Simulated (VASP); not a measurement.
Wanted: the native input for a VASP 6.6.1 run.

```yaml
Task: single point
Functional: PBE
Potentials_or_basis: VASP PAW PBE potentials, release 64 (Y_sv, Al, C, N)
Cutoff: 520 eV
k_mesh: 4 × 4 × 4
Occupations: gaussian, width 0.1 eV
Spin: collinear spin, ferromagnetic start
Starting_moments: "[0.0, 0.0, 1.0, 1.0, 1.0, 1.0, 1.0, 1.0, 1.0, 1.0] μB"
Dipole_correction: no
Further_INCAR_settings: ALGO = Normal; EDIFF = 1e-06; NBANDS = 40
```

The structure of YAlC4N4 lies in POSCAR:

```
YAlC4N4
1.0
    6.2314446361      0.0000000000      0.0000000000
    0.0000000000      6.2314446361      0.0000000000
    0.0000000000      0.0000000000      6.2314446361
Y Al C N
1 1 4 4
Direct
    0.5000000000      0.5000000000      0.5000000000
    0.0000000000      0.0000000000      0.0000000000
    0.1814141411      0.1814141411      0.1814141411
    0.1814141411      0.8185858589      0.8185858589
    0.8185858589      0.1814141411      0.8185858589
    0.8185858589      0.8185858589      0.1814141411
    0.2911421260      0.2911421260      0.2911421260
    0.2911421260      0.7088578740      0.7088578740
    0.7088578740      0.2911421260      0.7088578740
    0.7088578740      0.7088578740      0.2911421260
```

One way to write it, as run:

INCAR

```
SYSTEM = YAlC4N4
ALGO = Normal
EDIFF = 1E-6
ENCUT = 520
GGA = PE
ISIF = 2
ISMEAR = 0
ISPIN = 2
LASPH = .True.
LCHARG = .False.
LMAXMIX = 4
LORBIT = 11
LREAL = .False.
LWAVE = .False.
MAGMOM = 0 0 1 1 1 1 1 1 1 1
NBANDS = 40
NELM = 150
PREC = Accurate
SIGMA = 0.1
```

KPOINTS

```
k-points
0
Gamma
  4 4 4
  0 0 0
```

Potentials or basis: VASP PAW PBE potentials, release 64 (Y_sv, Al, C, N).

The run is started by

```sh
$ cat potpaw_PBE.64/Y_sv/POTCAR potpaw_PBE.64/Al/POTCAR potpaw_PBE.64/C/POTCAR potpaw_PBE.64/N/POTCAR > POTCAR
$ mpirun -np 1 vasp_std > vasp.out
```

It gave:

```json
{
  "Pressure": "0.5 GPa",
  "Largest force": "0.298 eV/Å",
  "Net moment": "1.69 μB per cell",
  "Site moments": "Y +0.35; Al +0.01; C +0.08; N +0.02 μB",
  "Valence electrons inside the program's atomic spheres": "Y 9.71; Al 0.79; C 2.60; N 3.88"
}
```

Wall time 2.3 min on 1 thread of AMD EPYC 9R45 96-Core Processor (Zen 5), on a shared host, peak memory 0.46 GiB.
